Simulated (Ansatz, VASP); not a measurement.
## Ti: VASP beside Ansatz

```
Ti
1.0
     0.00000    2.03000    2.03000
     2.03000    0.00000    2.03000
     2.03000    2.03000    0.00000
Ti
1
Direct
  0.00000 0.00000 0.00000
```

Alike in both runs: task relaxation of cell and atoms; functional revPBE; k mesh 11 × 11 × 11; occupations fermi-dirac, width 0.05 eV; no spin polarisation.

|  | VASP | Ansatz |
| --- | --- | --- |
| version | VASP 6.6.1 | Ansatz 0.2.0 |
| potentials or method | VASP PAW PBE potentials, release 64 (Ti_sv) | Ansatz PAW |
| plane-wave cutoff (eV) | 600 | 420 |
| valence electrons in the cell | 12 | 12 |

VASP gave:

- gap on the k mesh at the Fermi level, each at its own relaxed structure (eV): none
- relaxed volume (Å³/atom): 17.71
- relaxed cell length with the largest relative difference (Å): 2.926

Problem. Estimate Ansatz's values.

Solution. gap on the k mesh at the Fermi level, each at its own relaxed structure (eV): none; relaxed volume (Å³/atom): 17.75; relaxed cell length with the largest relative difference (Å): 2.928.

VASP's potentials were made for PBE, not for revPBE. A gap of «none» marks a metal or a gap that the smearing closes.

Noted on Ansatz's run: the plane-wave basis is chosen anew once the cell has moved, so the energies of steps on either side of that aren't comparable.
